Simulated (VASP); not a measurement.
# Si (Pm-3m) in VASP: settings compared

Aim: see how the results for Si move with the level of theory and the settings. Levels: PBEsol-based global hybrid with 25 % exact exchange, B3LYP, HSE06. Tasks: single point.

Everything below comes from runs of VASP 6.6.1. Logs are shortened: lines on timing, memory, paths and dates and some standing lists are left out, and cuts for length are marked.

## (1) The cell of the first run

The structure is cubic, space group Pm-3m (No. 221). The conventional cell has a = 2.532 Å, b = 2.532 Å, c = 2.532 Å, α = 90.00°, β = 90.00°, γ = 90.00°. Within 3.3 Å of Si (site symmetry m-3m) lie 6 Si at 2.53 Å.

This isn't the form of Si at room conditions, which is diamond.

## (2) Single point, PBEsol-based global hybrid with 25 % exact exchange

Input file POSCAR:

```
Si
1.0
    2.5321100000      0.0000000000      0.0000000000
    0.0000000000      2.5321100000      0.0000000000
    0.0000000000      0.0000000000      2.5321100000
Si
1
Direct
    0.5000000000      0.5000000000      0.5000000000
```

Input file INCAR.step1:

```
  PREC = Accurate
  ENCUT = 520
  EDIFF = 1E-5
  ISMEAR = -1
  SIGMA = 0.05
  LREAL = F
  LASPH = T
  NELM = 80
  ALGO = Normal
  ISIF = 2
  LWAVE = T
  LCHARG = F
  GGA = PE
  NBANDS = 8
```

Input file INCAR.step2:

```
  PREC = Accurate
  ENCUT = 520
  EDIFF = 1E-6
  ISMEAR = -1
  SIGMA = 0.05
  LREAL = F
  LASPH = T
  NELM = 80
  ALGO = Normal
  ISIF = 2
  LWAVE = F
  LCHARG = F
  GGA = PS
  LHFCALC = T
  AEXX = 0.25
  PRECFOCK = Normal
  ISTART = 1
  NBANDS = 8
```

Input file KPOINTS:

```
regular mesh
0
Gamma
  5 5 5
```

Potentials or basis: VASP PAW PBE potentials, release 64 (Si).

On the command line:

```
cat potpaw_PBE.64/Si/POTCAR > POTCAR
cp INCAR.step1 INCAR
mpirun -np 1 vasp_std > vasp.out
cp INCAR.step2 INCAR
mpirun -np 1 vasp_std > vasp.out
```

OUTCAR:

```text
PREC = Accurate
   ENCUT = 520
   EDIFF = 1E-6
   ISMEAR = -1
   LREAL = F
   LASPH = T
   NELM = 80
   ISIF = 2
   GGA = PS
   LHFCALC = T
   AEXX = 0.25
   PRECFOCK = Normal
   ISTART = 1

 ion  position               nearest neighbor table
   1  0.500  0.500  0.500-

  LATTYP: Found a simple cubic cell.
 ALAT       =     2.5321100000

  Lattice vectors:

 A1 = (   2.5321100000,   0.0000000000,   0.0000000000)
 A2 = (   0.0000000000,   2.5321100000,   0.0000000000)
 A3 = (   0.0000000000,   0.0000000000,   2.5321100000)

Analysis of symmetry for initial positions (statically):
=====================================================================
 Subroutine PRICEL returns:
 Original cell was already a primitive cell.

 Routine SETGRP: Setting up the symmetry group for a
 simple cubic supercell.

 Subroutine GETGRP returns: Found 48 space group operations
 (whereof 48 operations were pure point group operations)
 out of a pool of 48 trial point group operations.

The static configuration has the point symmetry O_h .

Analysis of symmetry for dynamics (positions and initial velocities):
=====================================================================
 Subroutine PRICEL returns:
 Original cell was already a primitive cell.

 Routine SETGRP: Setting up the symmetry group for a
 simple cubic supercell.

 Subroutine GETGRP returns: Found 48 space group operations
 (whereof 48 operations were pure point group operations)
 out of a pool of 48 trial point group operations.

The dynamic configuration has the point symmetry O_h .

 Subroutine INISYM returns: Found 48 space group operations
 (whereof 48 operations are pure point group operations),
 and found     1 'primitive' translations

----------------------------------------------------------------------------------------

                                     Primitive cell

  volume of cell :      16.2348

  direct lattice vectors                    reciprocal lattice vectors
     2.532110000  0.000000000  0.000000000     0.394927551  0.000000000  0.000000000
     0.000000000  2.532110000  0.000000000     0.000000000  0.394927551  0.000000000
     0.000000000  0.000000000  2.532110000     0.000000000  0.000000000  0.394927551

  length of vectors
     2.532110000  2.532110000  2.532110000     0.394927551  0.394927551  0.394927551

  position of ions in fractional coordinates (direct lattice)
     0.500000000  0.500000000  0.500000000

  ion indices of the primitive-cell ions
   primitive index   ion index
                 1           1

----------------------------------------------------------------------------------------

 KPOINTS: regular mesh

Automatic generation of k-mesh.
 Grid dimensions read from file:
 generate k-points for:    5    5    5

 Generating k-lattice:

  Cartesian coordinates                     Fractional coordinates (reciprocal lattice)
     0.078985510  0.000000000  0.000000000     0.200000000  0.000000000  0.000000000
     0.000000000  0.078985510  0.000000000     0.000000000  0.200000000  0.000000000
     0.000000000  0.000000000  0.078985510     0.000000000  0.000000000  0.200000000

  Length of vectors
     0.078985510  0.078985510  0.078985510

  Shift w.r.t. Gamma in fractional coordinates (k-lattice)
     0.000000000  0.000000000  0.000000000

 Subroutine IBZKPT returns following result:
 ===========================================

 Found     10 irreducible k-points:

 Following reciprocal coordinates:
            Coordinates               Weight
  0.000000  0.000000  0.000000      1.000000
  0.200000  0.000000  0.000000      6.000000
  0.400000  0.000000  0.000000      6.000000
  0.200000  0.200000  0.000000     12.000000
  0.400000  0.200000  0.000000     24.000000
  0.400000  0.400000  0.000000     12.000000
  0.200000  0.200000  0.200000      8.000000
  0.400000  0.200000  0.200000     24.000000
  0.400000  0.400000  0.200000     24.000000
  0.400000  0.400000  0.400000      8.000000
   k-points           NKPTS =     10   k-points in BZ     NKDIM =    125   number of bands    NBANDS=      8
   number of dos      NEDOS =    301   number of ions     NIONS =      1
   total plane-waves  NPLWV =   8000
   dimension x,y,z NGX =    20 NGY =   20 NGZ =   20
   dimension x,y,z NGXF=    40 NGYF=   40 NGZF=   40
   ions per type =               1
   NGX,Y,Z   is equivalent  to a cutoff of  13.13, 13.13, 13.13 a.u.
   NGXF,Y,Z  is equivalent  to a cutoff of  26.26, 26.26, 26.26 a.u.
 SYSTEM =  unknown system
   PREC   = accura    normal or accurate (medium, high low for compatibility)
   ISTART =      1    job   : 0-new  1-cont  2-samecut
   ICHARG =      0    charge: 1-file 2-atom 10-const
   ISPIN  =      1    spin polarized calculation?
   LNONCOLLINEAR =      F non collinear calculations
   LSORBIT =      F    spin-orbit coupling
   LASPH  =      T    aspherical Exc in radial PAW
   ENCUT  =  520.0 eV  38.22 Ry    6.18 a.u.   4.71  4.71  4.71*2*pi/ulx,y,z
   NELM   =     80;   NELMIN=  2; NELMDL=  0     # of ELM steps
   EDIFF  = 0.1E-05   stopping-criterion for ELM
   LREAL  =      F    real-space projection
   EDIFFG = 0.1E-04   stopping-criterion for IOM
   NSW    =      0    number of steps for IOM
   IBRION =     -1    ionic relax: 0-MD 1-quasi-New 2-CG
   NFREE  =      0    steps in history (QN), initial steepest desc. (CG)
   ISIF   =      2    stress and relaxation
   ISYM   =      3    0-nonsym 1-usesym 2-fastsym
   POTIM  = 0.5000    time-step for ionic-motion
   TEBEG  =    0.0;   TEEND  =   0.0 temperature during run
   PSTRESS=    0.0 pullay stress
   NELECT =       4.0000    total number of electrons
   NUPDOWN=      -1.0000    fix difference up-down
   EMIN   =  10.00;   EMAX   =-10.00  energy-range for DOS
   EFERMI =   0.00;   METHOD = LEGACY
   ISMEAR =    -1;   SIGMA  =   0.05  broadening in eV -4-tet -1-fermi 0-gaus
   EFERMI_NEDOS =   21; number of points for ismear=-14 and -15
   IALGO  =     38    algorithm
   IMIX   =      1    mixing-type and parameters
     AMIX     =   0.40;   BMIX     =  1.00
     AMIX_MAG =   1.60;   BMIX_MAG =  1.00
  volume/ion in A,a.u.               =      16.23       109.56
  Fermi-wavevector in a.u.,A,eV,Ry     =   1.026311  1.939446 14.331207  1.053314
  Thomas-Fermi vector in A             =   2.160197
   LORBIT       =      0    0 simple, 1 ext, 2 COOP (PROOUT), +10 PAW based schemes
   GGA     = PS    functional components
   LHFCALC =     T    Hartree Fock is set to
   PRECFOCK=normal    Normal, Fast or Accurate (Low or Medium for compatibility)
   ENCUT4O =  -1.0   cutoff for four orbital integrals eV
   NKREDX  =     1    reduce k-point grid by
   NKREDY  =     1    reduce k-point grid by
   NKREDZ  =     1    reduce k-point grid by
   AEXX    =    0.2500 exact exchange contribution
   HFSCREEN=    0.0000 screening length (either q_TF or 0.3 A-1)
   HFSCREENC=   0.0000 screening length for correlation (either q_TF or 0.3 A-1)
   ENCUTFOCK=  -1.0 apply spherical cutoff to Coloumb kernel
   IVDW    =     0    specifies the selected vdW correction
   LEPSILON=     F    determine dielectric tensor
   LRPA    =     F    only Hartree local field effects (RPA)
 non-spin polarized calculation
  energy-cutoff  :      520.00
  volume of cell :       16.23
 maximum number of plane-waves:       461
 NGX is ok and might be reduce to    20
  NGX = 16; NGY = 16; NGZ = 16

 number of electron       4.0000000 magnetization

 Free energy of the ion-electron system (eV)
  ---------------------------------------------------
  ext. energy  EPLUGINS =         0.00000000
  ---------------------------------------------------
  free energy    TOTEN  =        -6.62656628 eV

  energy without entropy =       -6.62324074  energy(sigma->0) =       -6.62490351

 E-fermi :   7.4827     XC(G=0):  -8.4215

 val. band max:        7.3259306102   @ k =   0.4000   0.4000   0.2000
 cond. band min:       8.8304710543   @ k =   0.4000   0.4000   0.4000
 fundamental gap:      1.5045404441
 Fermi energy:         7.4827053218

 k-point     1 :       0.0000    0.0000    0.0000
  band No.  band energies     occupation
      1      -7.2343      2.00000
      2      16.8688      0.00000
      3      16.8688      0.00000
      4      17.1177      0.00000
      5      17.1177      0.00000
      6      17.1177      0.00000
      7      24.9734      0.00000
      8      34.8579      0.00000

 k-point     2 :       0.2000    0.0000    0.0000
  band No.  band energies     occupation
      1      -6.2551      2.00000
      2       9.5291      0.00000
      3      17.6015      0.00000
      4      17.8849      0.00000
      5      17.8849      0.00000
      6      22.3513      0.00000
      7      28.5548      0.00000
      8      30.4514      0.00000

 k-point     3 :       0.4000    0.0000    0.0000
  band No.  band energies     occupation
      1      -3.4177      2.00000
      2       2.1383      2.00000
      3      19.2651      0.00000
      4      19.9603      0.00000
      5      19.9603      0.00000
      6      25.3817      0.00000
      7      25.3817      0.00000
      8      25.5305      0.00000

 k-point     4 :       0.2000    0.2000    0.0000
  band No.  band energies     occupation
      1      -5.2779      2.00000
      2       9.6346      0.00000
      3      11.3295      0.00000
      4      18.6454      0.00000
      5      20.6812      0.00000
      6      24.9906      0.00000
      7      27.1336      0.00000
      8      30.1553      0.00000

 k-point     5 :       0.4000    0.2000    0.0000
  band No.  band energies     occupation
      1      -2.4453      2.00000
      2       3.0280      2.00000
      3      12.8956      0.00000
      4      18.6433      0.00000
      5      20.6959      0.00000
      6      23.8993      0.00000
      7      26.0854      0.00000
      8      28.8865      0.00000

 k-point     6 :       0.4000    0.4000    0.0000
  band No.  band energies     occupation
      1       0.3884      2.00000
      2       4.8909      2.00000
      3       6.4309      2.00000
      4      12.7591      0.00000
      5      22.6899      0.00000
      6      26.7013      0.00000
      7      27.4829      0.00000
      8      28.0009      0.00000

 k-point     7 :       0.2000    0.2000    0.2000
  band No.  band energies     occupation
      1      -4.3016      2.00000
      2      10.4536      0.00000
      3      10.4536      0.00000
      4      13.7493      0.00000
      5      24.9577      0.00000
      6      24.9577      0.00000
      7      25.8399      0.00000
      8      28.0240      0.00000

 k-point     8 :       0.4000    0.2000    0.2000
  band No.  band energies     occupation
      1      -1.4702      2.00000
      2       3.9243      2.00000
      3      12.5527      0.00000
      4      15.6152      0.00000
      5      19.5737      0.00000
      6      20.0194      0.00000
      7      27.3958      0.00000
      8      29.4966      0.00000

 k-point     9 :       0.4000    0.4000    0.2000
  band No.  band energies     occupation
      1       1.3709      2.00000
      2       5.8073      2.00000
      3       7.3259      1.91667
      4      13.5705      0.00000
      5      17.2423      0.00000
      6      21.5300      0.00000
      7      22.3431      0.00000
      8      28.8193      0.00000

 k-point    10 :       0.4000    0.4000    0.4000
  band No.  band energies     occupation
      1       4.2467      2.00000
      2       8.8305      0.00000
      3       8.8305      0.00000
      4      12.8046      0.00000
      5      15.8512      0.00000
      6      15.8512      0.00000
      7      16.8156      0.00000
      8      23.0012      0.00000

------------------------ aborting loop because EDIFF is reached ----------------------------------------

  FORCE on cell =-STRESS in cart. coord.  units (eV):
  Direction    XX          YY          ZZ          XY          YZ          ZX
  --------------------------------------------------------------------------------------
  -------------------------------------------------------------------------------------
  Total       -0.0482986     -0.0482986     -0.0482986      0.0000000      0.0000000     -0.0000000
  in kB       -4.7664801     -4.7664801     -4.7664801      0.0000000      0.0000000     -0.0000000
  external PRESSURE =      -4.7664801 kB  Pullay stress =       0.0000000 kB

 VOLUME and BASIS-vectors are now :
 -----------------------------------------------------------------------------
  energy-cutoff  :      520.00
  volume of cell :       16.23
      direct lattice vectors                 reciprocal lattice vectors
     2.532110000  0.000000000  0.000000000     0.394927551  0.000000000  0.000000000
     0.000000000  2.532110000  0.000000000     0.000000000  0.394927551  0.000000000
     0.000000000  0.000000000  2.532110000     0.000000000  0.000000000  0.394927551

 POSITION                                       TOTAL-FORCE (eV/Angst)
 -----------------------------------------------------------------------------------
      1.26605      1.26605      1.26605         0.000000      0.000000      0.000000
 -----------------------------------------------------------------------------------
    total drift:                               -0.000000      0.000000     -0.000000

  FREE ENERGIE OF THE ION-ELECTRON SYSTEM (eV)
  ---------------------------------------------------
  free  energy   TOTEN  =        -6.6265662818 eV

  energy  without entropy=       -6.6232407417  energy(sigma->0) =       -6.62490351
```

Run time: 13 s. Hardware: 1 thread of Intel Xeon 6975P-C (Granite Rapids), shared host; peak memory 0.12 GiB.

Results:

* Free energy: -6.6266 eV
* Pressure: -0.5 GPa
* Band gap on the k mesh: zero (bands 2 and 3 overlap by 10.44 eV)

Caveat: the k points lie up to 0.50 Å⁻¹ apart, too coarse for converged energies and pressures of a metal; the PAW data sets were made with another functional, which shifts forces and pressure a little.

## (3) Single point, PBEsol-based global hybrid with 25 % exact exchange

Input file POSCAR:

```
Si
1.0
    2.5311062263      0.0000000000      0.0000000000
    0.0000000000      2.5311062263      0.0000000000
    0.0000000000      0.0000000000      2.5311062263
Si
1
Direct
    0.5000000000      0.5000000000      0.5000000000
```

Input file INCAR.step1:

```
SYSTEM = Si
ALGO = Normal
EDIFF = 1E-5
ENCUT = 520
GGA = PE
ISIF = 2
ISMEAR = -1
LASPH = .TRUE.
LREAL = .FALSE.
LWAVE = .TRUE.
NBANDS = 8
NELM = 60
PREC = Accurate
SIGMA = 0.05
```

Input file INCAR.step2:

```
SYSTEM = Si
AEXX = 0.25
ALGO = Normal
EDIFF = 1E-6
ENCUT = 520
GGA = PS
ISIF = 2
ISMEAR = -1
ISTART = 1
LASPH = .TRUE.
LCHARG = .TRUE.
LELF = .TRUE.
LHFCALC = .TRUE.
LREAL = .FALSE.
LVHAR = .TRUE.
LWAVE = .FALSE.
NBANDS = 8
NELM = 60
PREC = Accurate
PRECFOCK = Normal
SIGMA = 0.05
```

Input file KPOINTS:

```
k-points
0
G
  5 5 5
  0 0 0
```

Potentials or basis: VASP PAW PBE potentials, release 64 (Si).

On the command line:

```
cat potpaw_PBE.64/Si/POTCAR > POTCAR
cp INCAR.step1 INCAR
mpirun -np 1 vasp_std > vasp.out
cp INCAR.step2 INCAR
mpirun -np 1 vasp_std > vasp.out
```

It took 11 s on 1 thread of Intel Xeon 6975P-C (Granite Rapids), shared host; peak memory 0.12 GiB.

It converged, with:

```
Free energy            : -6.6266 eV
Pressure               : -0.4 GPa
Band gap on the k mesh : zero (bands 2 and 3 overlap by 10.44 eV)
```

Levels at points of the mesh, in eV from the Fermi level:
```
           k point  band 1  band 2  band 3  band 4  band 5
(0.00, 0.00, 0.00)  -14.73    9.39    9.39    9.64    9.64
```

Caveat: the k points lie up to 0.50 Å⁻¹ apart, too coarse for converged energies and pressures of a metal; the PAW data sets were made with another functional, which shifts forces and pressure a little.

[end of part 1 of 2]
